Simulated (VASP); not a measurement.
# C (P6_3/mmc) in VASP: further runs

The runs below take C through single point, relaxation of the atoms, with PBE.

Everything below comes from runs of VASP 6.6.1. Logs are shortened: lines on timing, memory, paths and dates and some standing lists are left out, and cuts for length are marked.

## Step 1: The cell of the first run

It takes space group P6_3/mmc (No. 194, hexagonal). The conventional cell has a = 2.623 Å, b = 2.623 Å, c = 8.237 Å, α = 90.00°, β = 90.00°, γ = 120.00°. Within 2.1 Å of C (site symmetry 3m) lie 4 C at 1.56 to 1.60 Å. Within 2.0 Å of C (site symmetry 3m) lie 4 C at 1.53 to 1.60 Å.

## Step 2: Single point, PBE

INCAR reads:

```
  ALGO = Normal
  EDIFF = 1E-6
  ENCUT = 520
  GGA = PE
  ISIF = 2
  ISMEAR = -1
  LASPH = True
  LCHARG = False
  LREAL = False
  LWAVE = False
  NBANDS = 26
  NELM = 80
  PREC = Accurate
  SIGMA = 0.05
```

KPOINTS reads:

```
k-points
0
Gamma
  10 10 3
```

POSCAR reads:

```
C
1.0
    2.6229840000      0.0000000000      0.0000000000
   -1.3114920000      2.2715707777      0.0000000000
    0.0000000000      0.0000000000      8.2371000000
C
8
Direct
    0.6666666667      0.3333333333      0.8447142904
    0.3333333333      0.6666666667      0.3447142904
    0.6666666667      0.3333333333      0.6552857096
    0.3333333333      0.6666666667      0.1552857096
    0.0000000000      0.0000000000      0.9070861364
    0.0000000000      0.0000000000      0.4070861364
    0.0000000000      0.0000000000      0.5929138636
    0.0000000000      0.0000000000      0.0929138636
```

Potentials or basis: VASP PAW PBE potentials, release 64 (C).

Started as:

```bash
$ cat potpaw_PBE.64/C/POTCAR > POTCAR
$ mpirun -np 1 vasp_std > vasp.out
```

OUTCAR:

```text
EDIFF = 1E-6
   ENCUT = 520
   GGA = PE
   ISIF = 2
   ISMEAR = -1
   LASPH = True
   LREAL = False
   NELM = 80
   PREC = Accurate

 ion  position               nearest neighbor table
   1  0.667  0.333  0.845-   3 1.56   5 1.60   5 1.60   5 1.60
   2  0.333  0.667  0.345-   4 1.56   6 1.60   6 1.60   6 1.60
   3  0.667  0.333  0.655-   1 1.56   7 1.60   7 1.60   7 1.60
   4  0.333  0.667  0.155-   2 1.56   8 1.60   8 1.60   8 1.60
   5  0.000  0.000  0.907-   8 1.53   1 1.60   1 1.60   1 1.60
   6  0.000  0.000  0.407-   7 1.53   2 1.60   2 1.60   2 1.60
   7  0.000  0.000  0.593-   6 1.53   3 1.60   3 1.60   3 1.60
   8  0.000  0.000  0.093-   5 1.53   4 1.60   4 1.60   4 1.60

  LATTYP: Found a hexagonal cell.
 ALAT       =     2.6229840000
 C/A-ratio  =     3.1403546495

  Lattice vectors:

 A1 = (   2.6229840000,   0.0000000000,   0.0000000000)
 A2 = (  -1.3114920000,   2.2715707777,   0.0000000000)
 A3 = (   0.0000000000,   0.0000000000,   8.2371000000)

Analysis of symmetry for initial positions (statically):
=====================================================================
 Subroutine PRICEL returns:
 Original cell was already a primitive cell.

 Routine SETGRP: Setting up the symmetry group for a
 hexagonal supercell.

 Subroutine GETGRP returns: Found 24 space group operations
 (whereof 12 operations were pure point group operations)
 out of a pool of 24 trial point group operations.

The static configuration has the point symmetry D_3d.
 The point group associated with its full space group is D_6h.

Analysis of symmetry for dynamics (positions and initial velocities):
=====================================================================
 Subroutine PRICEL returns:
 Original cell was already a primitive cell.

 Routine SETGRP: Setting up the symmetry group for a
 hexagonal supercell.

 Subroutine GETGRP returns: Found 24 space group operations
 (whereof 12 operations were pure point group operations)
 out of a pool of 24 trial point group operations.

The dynamic configuration has the point symmetry D_3d.
 The point group associated with its full space group is D_6h.

 Subroutine INISYM returns: Found 24 space group operations
 (whereof 12 operations are pure point group operations),
 and found     1 'primitive' translations

----------------------------------------------------------------------------------------

[... 109 lines left out ...]
   NFREE  =      0    steps in history (QN), initial steepest desc. (CG)
   ISIF   =      2    stress and relaxation
   ISYM   =      2    0-nonsym 1-usesym 2-fastsym
   POTIM  = 0.5000    time-step for ionic-motion
   TEBEG  =    0.0;   TEEND  =   0.0 temperature during run
   PSTRESS=    0.0 pullay stress
   NELECT =      32.0000    total number of electrons
   NUPDOWN=      -1.0000    fix difference up-down
   EMIN   =  10.00;   EMAX   =-10.00  energy-range for DOS
   EFERMI =   0.00;   METHOD = LEGACY
   ISMEAR =    -1;   SIGMA  =   0.05  broadening in eV -4-tet -1-fermi 0-gaus
   EFERMI_NEDOS =   21; number of points for ismear=-14 and -15
   IALGO  =     38    algorithm
   IMIX   =      4    mixing-type and parameters
     AMIX     =   0.40;   BMIX     =  1.00
     AMIX_MAG =   1.60;   BMIX_MAG =  1.00
  volume/ion in A,a.u.               =       6.13        41.40
  Fermi-wavevector in a.u.,A,eV,Ry     =   1.419578  2.682614 27.418502  2.015203
  Thomas-Fermi vector in A             =   2.540584
   LORBIT       =      0    0 simple, 1 ext, 2 COOP (PROOUT), +10 PAW based schemes
   GGA     = PE    functional components
   LHFCALC =     F    Hartree Fock is set to
   AEXX    =    0.0000 exact exchange contribution
   IVDW    =     0    specifies the selected vdW correction
   LEPSILON=     F    determine dielectric tensor
   LRPA    =     F    only Hartree local field effects (RPA)
 non-spin polarized calculation
  energy-cutoff  :      520.00
  volume of cell :       49.08
 maximum number of plane-waves:      1345
 NGX is ok and might be reduce to    20
   NGX =  9   NGY =  9   NGZ = 31

 number of electron      31.9999999 magnetization

 Free energy of the ion-electron system (eV)
  ---------------------------------------------------
  ext. energy  EPLUGINS =         0.00000000
  ---------------------------------------------------
  free energy    TOTEN  =       -72.11721074 eV

  energy without entropy =      -72.11721074  energy(sigma->0) =      -72.11721074

 E-fermi :   9.7448     XC(G=0): -12.8547

 val. band max:        8.7806019248   @ k =   0.0000   0.0000   0.0000
 cond. band min:      12.5588669117   @ k =   0.5000  -0.0000   0.0000
 fundamental gap:      3.7782649869
 Fermi energy:         9.7448462459

 k-point     1 :       0.0000    0.0000    0.0000
  band No.  band energies     occupation
      1     -11.8462      2.00000
      2     -10.1820      2.00000
      3     -10.0621      2.00000
      4      -5.9209      2.00000
      5      -3.9810      2.00000
      6       2.7322      2.00000
[... 685 lines left out ...]
     25      18.7603      0.00000
     26      19.9394      0.00000

 [... further k-points ...]

------------------------ aborting loop because EDIFF is reached ----------------------------------------

  FORCE on cell =-STRESS in cart. coord.  units (eV):
  Direction    XX          YY          ZZ          XY          YZ          ZX
  --------------------------------------------------------------------------------------
  -------------------------------------------------------------------------------------
  Total      -13.1506108    -13.1506108      2.3339622      0.0000000      0.0000000     -0.0000000
  in kB     -429.2993731   -429.2993731     76.1917862      0.0000000      0.0000000     -0.0000000
  external PRESSURE =    -260.8023200 kB  Pullay stress =       0.0000000 kB

 VOLUME and BASIS-vectors are now :
 -----------------------------------------------------------------------------
  energy-cutoff  :      520.00
  volume of cell :       49.08
      direct lattice vectors                 reciprocal lattice vectors
     2.622984000  0.000000000  0.000000000     0.381245177  0.220112006  0.000000000
    -1.311492000  2.271570778  0.000000000     0.000000000  0.440224011  0.000000000
     0.000000000  0.000000000  8.237100000     0.000000000  0.000000000  0.121401950

 POSITION                                       TOTAL-FORCE (eV/Angst)
 -----------------------------------------------------------------------------------
      1.31149      0.75719      6.95800        -0.000000      0.000000      0.014232
     -0.00000      1.51438      2.83945         0.000000     -0.000000      0.014232
      1.31149      0.75719      5.39765        -0.000000      0.000000     -0.014232
     -0.00000      1.51438      1.27910         0.000000     -0.000000     -0.014232
      0.00000      0.00000      7.47176         0.000000      0.000000     -0.019249
      0.00000      0.00000      3.35321        -0.000000     -0.000000     -0.019249
      0.00000      0.00000      4.88389         0.000000      0.000000      0.019249
      0.00000      0.00000      0.76534        -0.000000      0.000000      0.019249
 -----------------------------------------------------------------------------------
    total drift:                                0.000000      0.000000      0.000000

  FREE ENERGIE OF THE ION-ELECTRON SYSTEM (eV)
  ---------------------------------------------------
  free  energy   TOTEN  =       -72.1172107438 eV

  energy  without entropy=      -72.1172107437  energy(sigma->0) =      -72.11721074
```

OSZICAR:

```text
N       E                     dE             d eps       ncg     rms          rms(c)
DAV:   1     0.612623476218E+02    0.61262E+02   -0.16368E+04  1456   0.118E+03
DAV:   2    -0.689291390457E+02   -0.13019E+03   -0.12024E+03  1918   0.221E+02
DAV:   3    -0.740828810512E+02   -0.51537E+01   -0.51089E+01  1968   0.392E+01
DAV:   4    -0.741399234100E+02   -0.57042E-01   -0.56901E-01  1912   0.440E+00
DAV:   5    -0.741411227296E+02   -0.11993E-02   -0.11984E-02  1962   0.577E-01    0.101E+01
DAV:   6    -0.726225202548E+02    0.15186E+01   -0.10108E+00  1704   0.529E+00    0.599E+00
DAV:   7    -0.721134167713E+02    0.50910E+00   -0.12578E+00  1702   0.607E+00    0.121E+00
DAV:   8    -0.721169051967E+02   -0.34884E-02   -0.31821E-02  1890   0.961E-01    0.120E-01
DAV:   9    -0.721171267926E+02   -0.22160E-03   -0.83159E-04  1858   0.183E-01    0.348E-02
DAV:  10    -0.721171912449E+02   -0.64452E-04   -0.72364E-05  1892   0.548E-02    0.146E-02
DAV:  11    -0.721172099558E+02   -0.18711E-04   -0.15237E-05  1832   0.262E-02    0.277E-03
DAV:  12    -0.721172107438E+02   -0.78794E-06   -0.86627E-07  1410   0.645E-03
   1 F= -.72117211E+02 E0= -.72117211E+02  d E =-.575888E-10
```

stdout:

```text
POSCAR found type information on POSCAR C
 POSCAR found :  1 types and       8 ions
 scaLAPACK will be used
 LDA part: xc-table for (Slater+PW92), standard interpolation
 POSCAR, INCAR and KPOINTS ok, starting setup
 FFT: planning ... GRIDC
 FFT: planning ... GRID_SOFT
 FFT: planning ... GRID
 WAVECAR not read
 entering main loop
```

It took 14 s on 1 thread of AMD EPYC 9R45 (Zen 5), shared host; peak memory 0.13 GiB.

Results:

| Quantity | Value |
| --- | --- |
| Free energy | -72.1172 eV |
| Pressure | -26.1 GPa |
| Largest force | 0.019 eV/Å |
| Band gap on the k mesh | 3.78 eV (least direct gap 4.61 eV) |

Forces in eV/Å, atoms in the order of the input:
```
C    0.000  0.000  0.014
C    0.000  0.000  0.014
C    0.000  0.000 -0.014
C    0.000  0.000 -0.014
C    0.000  0.000 -0.019
C    0.000  0.000 -0.019
C    0.000  0.000  0.019
C    0.000  0.000  0.019
```

Caveat: the cell stands under tension; an odd mesh through Γ misses points on the zone boundary, where band edges can lie. As with any semilocal functional, this PBE gap is likely too small.

## Step 3: Relaxation of the atoms, PBE

This run uses another cell than the first one, of 5.23 Å³/atom.

INCAR reads:

```
SYSTEM = C
ALGO = Normal
EDIFF = 1E-6
EDIFFG = -0.01
ENCUT = 520
GGA = PE
IBRION = 2
ISIF = 2
ISMEAR = -1
LASPH = .True.
LCHARG = .False.
LREAL = .False.
LWAVE = .False.
NELM = 100
NSW = 60
PREC = Accurate
SIGMA = 0.05
```

KPOINTS reads:

```
k-points
0
Gamma
  10 10 3
  0 0 0
```

POSCAR reads:

```
C
1.0
    2.4212160000      0.0000000000      0.0000000000
   -1.2106080000      2.0968345641      0.0000000000
    0.0000000000      0.0000000000      8.2371000000
C
8
Direct
    0.6666666667      0.3333333333      0.8437500000
    0.3333333333      0.6666666667      0.3437500000
    0.6666666667      0.3333333333      0.6562500000
    0.3333333333      0.6666666667      0.1562500000
    0.0000000000      0.0000000000      0.9062500000
    0.0000000000      0.0000000000      0.4062500000
    0.0000000000      0.0000000000      0.5937500000
    0.0000000000      0.0000000000      0.0937500000
```

Potentials or basis: VASP PAW PBE potentials, release 64 (C).

Started as:

```bash
$ cat potpaw_PBE.64/C/POTCAR > POTCAR
$ mpirun -np 1 vasp_std > vasp.out
```

It took 28 s on 1 thread of AMD EPYC 9R45 (Zen 5), shared host; peak memory 0.12 GiB.

Results (log left out):

```yaml
Free_energy: -72.0407 eV
Energy_gained_by_relaxing: 1.2 meV/atom
Ionic_steps: 5
Pressure_after_relaxing: 45.3 GPa
Band_gap_on_the_k_mesh: 4.91 eV
```

Stress tensor (GPa, compression positive):
```
60.05  0.00  0.00
 0.00 60.05  0.00
 0.00  0.00 15.95
```

Step by step:
```csv
step,energy change (eV),largest force (eV/Å),pressure (GPa)
1,0.0000,0.5514,45.64
2,0.0394,1.3563,44.96
3,-0.0092,0.1081,45.29
4,-0.0086,0.1694,45.45
5,-0.0095,0.0005,45.35
```

Final structure:
```
CELL_PARAMETERS angstrom
2.42122 0.00000 0.00000
-1.21061 2.09683 0.00000
0.00000 0.00000 8.23710
ATOMIC_POSITIONS crystal
C 0.66667 0.33333 0.84398
C 0.33333 0.66667 0.34398
C 0.66667 0.33333 0.65602
C 0.33333 0.66667 0.15602
C 0.00000 0.00000 0.90729
C 0.00000 0.00000 0.40729
C 0.00000 0.00000 0.59271
C 0.00000 0.00000 0.09271
```

Levels at points of the mesh, in eV from the valence-band top:
| k point | band 12 | band 13 | band 14 | band 15 | band 16 | band 17 | band 18 | band 19 | band 20 | band 21 |
| --- | --- | --- | --- | --- | --- | --- | --- | --- | --- | --- |
| (0.00, 0.00, 0.00) | -1.69 | -1.69 | -0.49 | 0.00 | 0.00 | 4.91 | 5.74 | 5.74 | 7.56 | 7.56 |
| (0.50, 0.00, 0.00) | -5.36 | -5.28 | -5.28 | -4.19 | -3.34 | 5.19 | 5.28 | 6.46 | 6.50 | 6.51 |

Caveat: an odd mesh through Γ misses points on the zone boundary, where band edges can lie.
